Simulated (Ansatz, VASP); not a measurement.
**One calculation of Al2Cu, two programs**

```xyz
3
Lattice="-2.0446 2.0446 2.8914 2.0446 -2.0446 2.8914 2.0446 2.0446 -2.8914" Properties=species:S:1:pos:R:3 pbc="T T T"
Al   -0.0792    1.9654    1.4457
Al    1.9654   -0.0792    1.4457
Cu    0.0673    0.0673    2.8914
```

Change from the starting cell: mode 4 frozen in at -0.112 Å and mode 5 at +0.000 Å (largest displacements).

Alike in both runs: task single point; functional PBE; k mesh 14 × 14 × 14; occupations gaussian, width 0.15 eV; no spin polarisation.

```csv
,VASP,Ansatz
version,VASP 6.6.1,Ansatz 0.2.0
potentials or method,"VASP PAW PBE potentials, release 64 (Al, Cu), cutoff 520 eV","scalar-relativistic, plane waves, PAW"
valence electrons in the cell,17,25
```

|  | VASP | Ansatz | Ansatz less VASP |
| --- | --- | --- | --- |
| gap on the k mesh at the Fermi level (eV) | none | none | - |
| pressure (GPa) | 1.5 | 1.5 | +0.02 |
| traceless stress, the component that is largest in VASP (GPa) | -0.77 | -0.76 | +0.007 |
| rms of the force components (eV/Å) | 0.586 | 0.587 | +0.0004 |

Atom by atom the forces differ by 0.000 eV/Å (rms over components). A gap of «none» marks a metal or a gap that the smearing closes. VASP's potentials hold 17 valence electrons a cell and Ansatz's 25, so a difference there can come from the potentials and not from the codes. Ansatz's warnings: near symmetry operations not taken.
